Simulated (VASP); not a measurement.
# PtSe2 (P-3m1) in VASP: further runs, part 2 of 2

VASP 6.6.1. Earlier steps stand in the parts before.

## 3. Vibrations by perturbation theory, LDA

This run uses another cell than the first one, of 16.58 Å³/atom.

Contents of INCAR:

```
PREC     = Accurate       # precision mode
ENCUT    = 520            # plane-wave cutoff, eV
EDIFF    = 1E-8           # SCF threshold, eV
ISMEAR   = -1             # smearing method
SIGMA    = 0.15           # smearing width, eV
LREAL    = F              # projectors in reciprocal space
LASPH    = T              # aspherical terms in the spheres
NELM     = 100            # most SCF steps
ALGO     = Normal         # electronic algorithm
ISIF     = 2              # what is computed and relaxed
LWAVE    = F              # write WAVECAR
LCHARG   = F              # write CHGCAR
GGA      = CA             # functional
IBRION   = 8              # ionic algorithm
NSW      = 1              # ionic steps
```

Contents of KPOINTS:

```
regular mesh
0
Gamma
  12 12 8
```

Contents of POSCAR:

```
PtSe2
1.0
    3.6504435112      0.0000000000      0.0000000000
   -1.8252217556      3.1613768158      0.0000000000
    0.0000000000      0.0000000000      4.3111458028
Pt Se
1 2
Direct
    0.0000000000      0.0000000000      0.0000000000
    0.3333333333      0.6666666667      0.2872019399
    0.6666666667      0.3333333333      0.7127980601
```

Potentials or basis: VASP PAW LDA potentials, release 64 (Pt, Se).

The run is started by

```sh
> cat potpaw_LDA.64/Pt/POTCAR potpaw_LDA.64/Se/POTCAR > POTCAR
> mpirun -np 1 vasp_std > vasp.out
```

OUTCAR:

```text
PREC = Accurate
   ENCUT = 520
   EDIFF = 1E-8
   ISMEAR = -1
   LREAL = F
   LASPH = T
   NELM = 100
   ISIF = 2
   GGA = CA
   IBRION = 8
   NSW = 1

 ion  position               nearest neighbor table
   1  0.000  0.000  0.000-   2 2.44   3 2.44   3 2.44   2 2.44   3 2.44   2 2.44
   2  0.333  0.667  0.287-   1 2.44   1 2.44   1 2.44
   3  0.667  0.333  0.713-   1 2.44   1 2.44   1 2.44

  LATTYP: Found a hexagonal cell.
 ALAT       =     3.6504435112
 C/A-ratio  =     1.1809923341

  Lattice vectors:

 A1 = (   3.6504435112,   0.0000000000,   0.0000000000)
 A2 = (  -1.8252217556,   3.1613768158,   0.0000000000)
 A3 = (   0.0000000000,   0.0000000000,   4.3111458028)

Analysis of symmetry for initial positions (statically):
=====================================================================
 Subroutine PRICEL returns:
 Original cell was already a primitive cell.

 Routine SETGRP: Setting up the symmetry group for a
 hexagonal supercell.

 Subroutine GETGRP returns: Found 12 space group operations
 (whereof 12 operations were pure point group operations)
 out of a pool of 24 trial point group operations.

The static configuration has the point symmetry D_3d.

Analysis of symmetry for dynamics (positions and initial velocities):
=====================================================================
 Subroutine PRICEL returns:
 Original cell was already a primitive cell.

 Routine SETGRP: Setting up the symmetry group for a
[... 634 lines left out ...]

------------------------ aborting loop because EDIFF is reached ----------------------------------------
[... 11 lines left out ...]
[... ionic steps 8 to 8 ...]

--------------------------------------- Ionic step        9  -------------------------------------------

 Free energy of the ion-electron system (eV)
  ---------------------------------------------------
  ---------------------------------------------------
  free energy    TOTEN  =        -0.08683367 eV

  energy without entropy =       -0.08683098

------------------------ aborting loop because EDIFF is reached ----------------------------------------

 INTERNAL STRAIN TENSOR  FOR ION    2  DIRECTION 3   (eV/Angst):
 -----------------------------------------------------------------------------
   -11.85812 -0.00000 -0.00000
    -0.00000-11.85812  0.00000
    -0.00000  0.00000 -7.84936

 INTERNAL STRAIN TENSOR FOR ION    3 for displacements in x,y,z  (eV/Angst):
          X           Y           Z          XY          YZ          ZX
  --------------------------------------------------------------------------------
  x     0.00000     0.00000     0.00000    -5.38809     0.00000     6.83908
  y    -5.38809     5.38809     0.00000     0.00000     7.63750     0.00000
  z    11.85812    11.85812     7.84936     0.00000    -0.00000     0.00000

 SECOND DERIVATIVES (NOT SYMMETRIZED)
 ------------------------------------
               1X          1Y          1Z          2X          2Y          2Z          3X          3Y          3Z
  1X   -20.414284    0.000000    0.000000   10.207142    0.000000    0.000000   10.207142    0.000000    0.000000
  1Y     0.000000  -20.414284    0.000000    0.000000   10.207142    0.000000    0.000000   10.207142    0.000000
  1Z     0.000000    0.000000  -18.338766    0.000000    0.000000    9.169383    0.000000    0.000000    9.169383
  2X    10.208562    0.000000    0.000000   -9.914426    0.000000    0.000000   -0.294136    0.000000    0.000000
  2Y     0.000000   10.208562    0.000000    0.000000   -9.914426    0.000000    0.000000   -0.294136   -0.000000
  2Z     0.000000    0.000000    9.171513    0.000000    0.000000  -13.926850    0.000000    0.000000    4.755337
  3X    10.208562    0.000000    0.000000   -0.294136    0.000000    0.000000   -9.914426    0.000000    0.000000
  3Y     0.000000   10.208562    0.000000    0.000000   -0.294136   -0.000000    0.000000   -9.914426    0.000000
  3Z     0.000000    0.000000    9.171513    0.000000    0.000000    4.755337    0.000000    0.000000  -13.926850

 Eigenvectors and eigenvalues of the dynamical matrix
 ----------------------------------------------------

   1 f  =    7.604331 THz    47.779420 2PiTHz  253.653177 cm-1    31.448972 meV
             X         Y         Z           dx          dy          dz
      0.000000  0.000000  0.000000     0.000000    0.000000    0.000000
     -0.000000  2.107585  1.238169    -0.000000   -0.000000   -0.707107
      1.825222  1.053792  3.072976    -0.000000   -0.000000    0.707107
[... 43 lines left out ...]
   9 f/i=    0.000414 THz     0.002600 2PiTHz    0.013805 cm-1     0.001712 meV
             X         Y         Z           dx          dy          dz
      0.000000  0.000000  0.000000    -0.000000   -0.000000   -0.743433
     -0.000000  2.107585  1.238169    -0.000000   -0.000000   -0.472921
      1.825222  1.053792  3.072976    -0.000000   -0.000000   -0.472921

--------------------------------------------------------------------------------------------------------

 ELASTIC MODULI CONTR FROM IONIC RELAXATION (kBar)
 Direction    XX          YY          ZZ          XY          YZ          ZX
 --------------------------------------------------------------------------------
 XX        -679.1239   -290.4039   -320.8845      0.0000    275.5012     -0.0000
 YY        -290.4039   -679.1239   -320.8845      0.0000   -275.5012     -0.0000
 ZZ        -320.8845   -320.8845   -212.4062      0.0000     -0.0000     -0.0000
 XY           0.0000      0.0000      0.0000   -194.3600      0.0000    246.7006
 YZ         275.5012   -275.5012     -0.0000      0.0000   -390.5171     -0.0000
 ZX          -0.0000     -0.0000     -0.0000    246.7006     -0.0000   -313.1364
 --------------------------------------------------------------------------------
```

stdout:

```text
POSCAR found type information on POSCAR PtSe
 POSCAR found :  2 types and       3 ions
 scaLAPACK will be used
 LDA part: xc-table for (Slater(with rela. corr.)+CA(PZ))
 , standard interpolation
 POSCAR, INCAR and KPOINTS ok, starting setup
 FFT: planning ... GRIDC
 FFT: planning ... GRID_SOFT
 FFT: planning ... GRID
 WAVECAR not read
 entering main loop
 Linear response reoptimize wavefunctions to high precision
 Linear response DOF=           4
 Linear response progress:
 first order change of Fermi-energy   0.18687E-04
 force on displaced ion       1 direction 1 : -20.414   0.000   0.000
 Linear response progress:
 first order change of Fermi-energy  -0.40990E-03
 force on displaced ion       1 direction 3 :   0.000   0.000 -18.339
 Linear response progress:
 first order change of Fermi-energy  -0.15807E-05
 force on displaced ion       2 direction 1 :  -9.914   0.001  -0.000
 Linear response progress:
 first order change of Fermi-energy  -0.98151E+00
 force on displaced ion       2 direction 3 :  -0.000   0.000 -13.927
 Linear response finished
```

Wall time 30 min (1 thread of Intel Xeon 8259CL, shared host); peak memory 1.1 GiB.

What came out:

* Highest phonon frequency at Γ, LO-TO splitting left out: 254 cm⁻¹

Phonon frequencies in cm⁻¹ (negative: imaginary):
| q point | frequencies |
| --- | --- |
| (0.000, 0.000, 0.000) | 0 0 0 182 182 239 252 252 254 |

Caveat: the cell stands under pressure or tension, which shifts response properties; spin-orbit coupling is left out, which moves the levels of the heavy elements.
